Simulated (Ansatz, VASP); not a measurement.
# TiO2: VASP beside Ansatz

The input INCAR:

```
SYSTEM = TiO2
  ALGO = Normal
  EDIFF = 1E-6
  ENCUT = 520
  GGA = PE
  ISIF = 2
  ISMEAR = 0
  LASPH = .True.
  LCHARG = .False.
  LREAL = .False.
  LWAVE = .False.
  NBANDS = 33
  NELM = 100
  PREC = Accurate
  SIGMA = 0.05
```

The input KPOINTS:

```
k-points
0
Gamma
  6 6 10
  0 0 0
```

POSCAR

```
TiO2
1.0
    4.6433998178      0.0000000000      0.0000000000
    0.0000000000      4.6433998178      0.0000000000
    0.0000000000      0.0000000000      3.1219000000
Ti O
2 4
Direct
    0.0000000000      0.0000000000      0.0000000000
    0.5000000000      0.5000000000      0.5000000000
    0.3050970583      0.3050970583      0.0000000000
    0.1949029417      0.8050970583      0.5000000000
    0.6949029417      0.6949029417      0.0000000000
    0.8050970583      0.1949029417      0.5000000000
```

Input for Ansatz:

```yaml
crystal:
  lattice:
    - [4.6433998178, 0.0, 0.0]
    - [0.0, 4.6433998178, 0.0]
    - [0.0, 0.0, 3.1219]
  atoms:
    - { symbol: Ti, position: [0.0, 0.0, 0.0] }
    - { symbol: Ti, position: [0.5, 0.5, 0.5] }
    - { symbol: O, position: [0.3050970583, 0.3050970583, 0.0] }
    - { symbol: O, position: [0.1949029417, 0.8050970583, 0.5] }
    - { symbol: O, position: [0.6949029417, 0.6949029417, 0.0] }
    - { symbol: O, position: [0.8050970583, 0.1949029417, 0.5] }
basis:
  ecutwfc: 520.0
kpoints:
  mp_grid: { grid: [6, 6, 10] }
hamiltonian:
  xc: pbe
  pseudopotentials: { kind: paw, azcp: { folder: soft_1 } }
scf:
  occupations: { method: gaussian, width: 0.05 }
output:
  forces: true
  stress: true
  eigenvalues: true
```

Alike in both runs: task single point; functional PBE; k mesh 6 × 6 × 10; occupations gaussian, width 0.05 eV; no spin polarisation.

|  | VASP | Ansatz |
| --- | --- | --- |
| version | VASP 6.6.1 | Ansatz 0.2.0 |
| potentials or method | VASP PAW PBE potentials, release 64 (Ti_sv, O), cutoff 520 eV | scalar-relativistic, plane waves, PAW |
| valence electrons in the cell | 48 | 48 |

```tsv
	VASP	Ansatz	Ansatz less VASP
gap on the k mesh at the Fermi level (eV)	1.63	1.66	+0.028
least direct gap on the mesh (eV)	1.63	1.66	+0.028
pressure (GPa)	-11.5	-12.1	-0.57
traceless stress, the component that is largest in VASP (GPa)	-8.97	-9.12	-0.150
rms of the force components (eV/Å)	0.053	0.058	+0.0042
```

Atom by atom the forces differ by 0.004 eV/Å (rms over components).
